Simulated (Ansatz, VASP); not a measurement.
## Na: VASP beside Ansatz

```xyz
1
Lattice="-1.7811 1.9209 2.6692 1.9209 -1.7811 2.6692 1.8806 1.8806 -2.5696" Properties=species:S:1:pos:R:3 pbc="T T T"
Na    0.0000    0.0000    0.0000
```

Change from the starting cell: equal engineering shear yz, xz and xy +0.0550, equal normal strain along x, y and z +0.0500.

Alike in both runs: task single point; functional LDA; k mesh 18 × 18 × 18; occupations gaussian, width 0.15 eV; no spin polarisation.

```csv
,VASP,Ansatz
version,VASP 6.6.1,Ansatz 0.2.0
potentials or method,"VASP PAW LDA potentials, release 64 (Na_pv), cutoff 520 eV","scalar-relativistic, plane waves, PAW"
valence electrons in the cell,7,9
```

|  | VASP | Ansatz | Ansatz less VASP |
| --- | --- | --- | --- |
| gap on the k mesh at the Fermi level (eV) | none | none | - |
| pressure (GPa) | -1.1 | -1.0 | +0.11 |
| traceless stress, the component that is largest in VASP (GPa) | -0.22 | -0.22 | 0.000 |

LDA's correlation is that of Perdew and Zunger in VASP and of Perdew and Wang (1992) in Ansatz. A gap of «none» marks a metal or a gap that the smearing closes. VASP's potentials hold 7 valence electrons a cell and Ansatz's 9, so a difference there can come from the potentials and not from the codes.
